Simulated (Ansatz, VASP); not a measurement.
Cd in VASP and in Ansatz

INCAR

```
PREC = Accurate
ENCUT = 520
EDIFF = 1E-6
ISMEAR = 0
SIGMA = 0.15
LREAL = F
LASPH = T
NELM = 60
ALGO = Fast
ISIF = 2
LWAVE = F
LCHARG = F
GGA = PS
NBANDS = 19
```

KPOINTS

```
Automatic mesh
0
Gamma
  18 18 8
```

File POSCAR:

```
Cd
1.0
    2.8299288827      0.0000000000      0.0000000000
   -1.4149644413      2.4507903033      0.0000000000
    0.0000000000      0.0000000000      5.6176500000
Cd
2
Direct
    0.3333333333      0.6666666667      0.2500000000
    0.6666666667      0.3333333333      0.7500000000
```

Input for Ansatz:

```yaml
crystal:
  lattice:
    - [2.8299288827, 0.0, 0.0]
    - [-1.4149644413, 2.4507903033, 0.0]
    - [0.0, 0.0, 5.61765]
  atoms:
    - { symbol: Cd, position: [0.3333333333, 0.6666666667, 0.25] }
    - { symbol: Cd, position: [0.6666666667, 0.3333333333, 0.75] }
basis:
  ecutwfc: 420
kpoints:
  mp_grid: { grid: [18, 18, 8] }
hamiltonian:
  xc: pbesol
scf:
  occupations: { method: gaussian, width: 0.15 }
output:
  forces: true
  stress: true
  eigenvalues: true
```

Change from the starting cell: strain -0.050 along x and y, +0.000 along z, atoms carried along.

Alike in both runs: task single point; functional PBEsol; k mesh 18 × 18 × 8; occupations gaussian, width 0.15 eV; no spin polarisation.

```csv
,VASP,Ansatz
version,VASP 6.6.1,Ansatz 0.2.0
potentials or method,"VASP PAW PBE potentials, release 64 (Cd), cutoff 520 eV","scalar-relativistic, plane waves, PAW"
valence electrons in the cell,24,40
```

|  | VASP | Ansatz | Ansatz less VASP |
| --- | --- | --- | --- |
| gap on the k mesh at the Fermi level (eV) | none | none | - |
| pressure (GPa) | 8.1 | 7.5 | -0.65 |
| traceless stress, the component that is largest in VASP (GPa) | -5.18 | -4.83 | +0.344 |

VASP's potentials were made for PBE, not for PBEsol. A gap of «none» marks a metal or a gap that the smearing closes. VASP's potentials hold 24 valence electrons a cell and Ansatz's 40, so a difference there can come from the potentials and not from the codes.
